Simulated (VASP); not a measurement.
Write the native input for VASP 6.6.1 that does the following.

- Task: single point
- Functional: LDA
- Potentials or basis: VASP PAW LDA potentials, release 64 (Si, N)
- Cutoff: 520 eV
- k mesh: 6 × 6 × 6
- Occupations: gaussian, width 0.02 eV
- Spin: no spin polarisation
- Dipole correction: no
- Further INCAR settings: ALGO = Normal; EDIFF = 1e-07; NBANDS = 45

The structure of Si3N4 lies in POSCAR:

```
Si3N4
1.0
    0.0000000000      3.8455849850      3.8455849850
    3.8455849850      0.0000000000      3.8455849850
    3.8455849850      3.8455849850      0.0000000000
Si N
6 8
Direct
    0.1250000000      0.1250000000      0.6250000000
    0.1250000000      0.6250000000      0.1250000000
    0.6250000000      0.1250000000      0.1250000000
    0.1250000000      0.1250000000      0.1250000000
    0.7500000000      0.7500000000      0.7500000000
    0.5000000000      0.5000000000      0.5000000000
    0.3675721486      0.3675721486      0.3675721486
    0.3527164458      0.8824278514      0.8824278514
    0.8824278514      0.8824278514      0.3527164458
    0.8824278514      0.3527164458      0.8824278514
    0.3675721486      0.3675721486      0.8972835542
    0.3675721486      0.8972835542      0.3675721486
    0.8824278514      0.8824278514      0.8824278514
    0.8972835542      0.3675721486      0.3675721486
```

These files were run (other wordings do the same):

INCAR

```
SYSTEM = Si3N4
  PREC = Accurate
  ENCUT = 520
  EDIFF = 1E-7
  ISMEAR = 0
  SIGMA = 0.02
  LREAL = .FALSE.
  LASPH = .TRUE.
  NELM = 60
  ALGO = Normal
  ISIF = 2
  LWAVE = .FALSE.
  LCHARG = .TRUE.
  LELF = .TRUE.
  LVHAR = .TRUE.
  NBANDS = 45
```

KPOINTS

```
Automatic mesh
0
G
  6 6 6
  0 0 0
```

Potentials or basis: VASP PAW LDA potentials, release 64 (Si, N).

Run with:

```console
$ cat potpaw_LDA.64/Si/POTCAR potpaw_LDA.64/N/POTCAR > POTCAR
$ mpirun -np 1 vasp_std > vasp.out
```

It gave:

```json
{
  "Pressure": "0.7 GPa",
  "Largest force": "0.013 eV/Å",
  "Band gap on the k mesh": "3.35 eV, indirect (least direct gap 3.38 eV)"
}
```

It took 74 s on 1 thread of Intel(R) Xeon(R) Platinum 8488C (Sapphire Rapids) (shared host), peak memory 0.21 GiB.
